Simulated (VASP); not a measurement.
Set up this calculation in VASP 6.6.1, as the native input.

| Item | Value |
| --- | --- |
| Task | single point |
| Functional | PBE |
| Potentials or basis | VASP PAW PBE potentials, release 64 (Mg, Si, N) |
| Cutoff | 520 eV |
| k mesh | 10 × 10 × 8 |
| Occupations | gaussian, width 0.1 eV |
| Spin | no spin polarisation |
| Dipole correction | no |
| Further INCAR settings | ALGO = Normal; EDIFF = 1e-06; NBANDS = 20 |

The structure of MgSi4N lies in POSCAR:

```
MgSi4N
1.0
    2.1541010679     -5.1156526898      0.0000000000
    2.1541010679      5.1156526898      0.0000000000
    0.0000000000      0.0000000000      4.5271460636
Mg Si N
1 4 1
Direct
    0.0000000000      0.0000000000      0.5000000000
    0.1269616520      0.8730383480      0.0000000000
    0.8730383480      0.1269616520      0.0000000000
    0.0000000000      0.5000000000      0.5000000000
    0.5000000000      0.0000000000      0.5000000000
    0.5000000000      0.5000000000      0.0000000000
```

The cell was generated, and may not be a known phase.

The input as run:

INCAR

```
SYSTEM = MgSi4N
  PREC = Accurate
  ENCUT = 520
  EDIFF = 1E-6
  ISMEAR = 0
  SIGMA = 0.1
  LREAL = .False.
  LASPH = .True.
  NELM = 60
  ALGO = Normal
  ISIF = 2
  LWAVE = .False.
  LCHARG = .False.
  GGA = PE
  NBANDS = 20
```

KPOINTS

```
Automatic mesh
0
Gamma
  10 10 8
  0 0 0
```

Potentials or basis: VASP PAW PBE potentials, release 64 (Mg, Si, N).

Command:

```sh
$ cat potpaw_PBE.64/Mg/POTCAR potpaw_PBE.64/Si/POTCAR potpaw_PBE.64/N/POTCAR > POTCAR
$ mpirun -np 1 vasp_std > vasp.out
```

It gave:

```json
{
  "Pressure": "-0.1 GPa",
  "Band gap on the k mesh": "zero (an odd number of electrons rules out a gap without spin polarisation)"
}
```

Run time: 2.4 min on 1 thread of Intel(R) Xeon(R) 6975P-C (Granite Rapids) (shared host), peak memory 0.45 GiB.
